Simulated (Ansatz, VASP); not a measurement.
Ge2Sb2Te5: VASP beside Ansatz

The input INCAR:

```
SYSTEM = Ge2Sb2Te5
  PREC = Accurate
  ENCUT = 520
  EDIFF = 1E-6
  ISMEAR = 0
  SIGMA = 0.03
  LREAL = .FALSE.
  LASPH = .TRUE.
  NELM = 60
  ALGO = Normal
  ISIF = 2
  LWAVE = .FALSE.
  LCHARG = .TRUE.
  GGA = PE
  LELF = .TRUE.
  LVHAR = .TRUE.
  NBANDS = 44
```

KPOINTS

```
regular mesh
0
G
  12 12 2
  0 0 0
```

Contents of POSCAR:

```
Ge2Sb2Te5
1.0
    4.0120320703      0.0000000000      0.0000000000
   -2.0060160351      3.4745216937      0.0000000000
    0.0000000000      0.0000000000     20.4320757246
Ge Sb Te
2 2 5
Direct
    0.0000000000      0.0000000000      0.3313200918
    0.0000000000      0.0000000000      0.6686799082
    0.3333333333      0.6666666667      0.1120971408
    0.6666666667      0.3333333333      0.8879028592
    0.0000000000      0.0000000000      0.0000000000
    0.3333333333      0.6666666667      0.7914345914
    0.6666666667      0.3333333333      0.2085654086
    0.3333333333      0.6666666667      0.4096023866
    0.6666666667      0.3333333333      0.5903976134
```

Input for Ansatz:

```yaml
crystal:
  lattice:
    - [4.0120320703, 0.0, 0.0]
    - [-2.0060160351, 3.4745216937, 0.0]
    - [0.0, 0.0, 20.4320757246]
  atoms:
    - { symbol: Ge, position: [0.0, 0.0, 0.3313200918] }
    - { symbol: Ge, position: [0.0, 0.0, 0.6686799082] }
    - { symbol: Sb, position: [0.3333333333, 0.6666666667, 0.1120971408] }
    - { symbol: Sb, position: [0.6666666667, 0.3333333333, 0.8879028592] }
    - { symbol: Te, position: [0.0, 0.0, 0.0] }
    - { symbol: Te, position: [0.3333333333, 0.6666666667, 0.7914345914] }
    - { symbol: Te, position: [0.6666666667, 0.3333333333, 0.2085654086] }
    - { symbol: Te, position: [0.3333333333, 0.6666666667, 0.4096023866] }
    - { symbol: Te, position: [0.6666666667, 0.3333333333, 0.5903976134] }
basis:
  ecutwfc: 420
kpoints:
  mp_grid: { grid: [12, 12, 2] }
hamiltonian:
  xc: pbe
scf:
  occupations: { method: gaussian, width: 0.03 }
output:
  forces: true
  stress: true
  eigenvalues: true
  write_density: true
  write_potential: true
  elf: true
  volumetric_format: npy
```

Alike in both runs: task single point; functional PBE; k mesh 12 × 12 × 2; occupations gaussian, width 0.03 eV; no spin polarisation.

|  | VASP | Ansatz |
| --- | --- | --- |
| version | VASP 6.6.1 | Ansatz 0.2.0 |
| potentials or method | VASP PAW PBE potentials, release 64 (Ge_d, Sb, Te), cutoff 520 eV | scalar-relativistic, plane waves, PAW |
| valence electrons in the cell | 68 | 138 |

|  | VASP | Ansatz | Ansatz less VASP |
| --- | --- | --- | --- |
| gap on the k mesh at the Fermi level (eV) | none | none | - |
| pressure (GPa) | -0.3 | -0.2 | +0.04 |
| traceless stress, the component that is largest in VASP (GPa) | -3.62 | -3.65 | -0.036 |
| rms of the force components (eV/Å) | 0.206 | 0.215 | +0.0091 |

Atom by atom the forces differ by 0.011 eV/Å (rms over components). A gap of «none» marks a metal or a gap that the smearing closes. VASP's potentials hold 68 valence electrons a cell and Ansatz's 138, so a difference there can come from the potentials and not from the codes.

Spin-orbit coupling is off throughout.
